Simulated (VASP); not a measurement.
A run of VASP 6.6.1:

Contents of INCAR:

```
SYSTEM = Pd
PREC = Accurate
ENCUT = 600
EDIFF = 1E-7
ISMEAR = -1
SIGMA = 0.1
LREAL = .False.
LASPH = .True.
NELM = 80
ALGO = Normal
ISIF = 3
LWAVE = .False.
LCHARG = .False.
GGA = B5
ALDAX = 1.0
AGGAX = 1.0
AGGAC = 1.0
ALDAC = 0.0
IBRION = 2
NSW = 80
EDIFFG = -0.01
```

Contents of KPOINTS:

```
Automatic mesh
0
Gamma
  13 13 4
  0 0 0
```

Contents of POSCAR:

```
Pd
1.0
    2.7505001182      0.0000000000      0.0000000000
   -1.3752500591      2.3820029755      0.0000000000
    0.0000000000      0.0000000000      8.9831333861
Pd
4
Direct
    0.0000000000      0.0000000000      0.0000000000
    0.0000000000      0.0000000000      0.5000000000
    0.3333333333      0.6666666667      0.2500000000
    0.6666666667      0.3333333333      0.7500000000
```

Potentials or basis: VASP PAW PBE potentials, release 64 (Pd).

The run is started by

```sh
$ cat potpaw_PBE.64/Pd/POTCAR > POTCAR
$ mpirun -np 1 vasp_std > vasp.out
```

Hardware: 1 thread of Intel(R) Xeon(R) Platinum 8559C (Emerald Rapids) (shared host).

**Question.** Estimate the wall time of this run.

**Answer.** Wall time 5.8 min on 1 thread of Intel(R) Xeon(R) Platinum 8559C (Emerald Rapids), with other jobs on the host, peak memory 0.25 GiB. Counts: scf iterations 84, k points 63, ion steps 9.
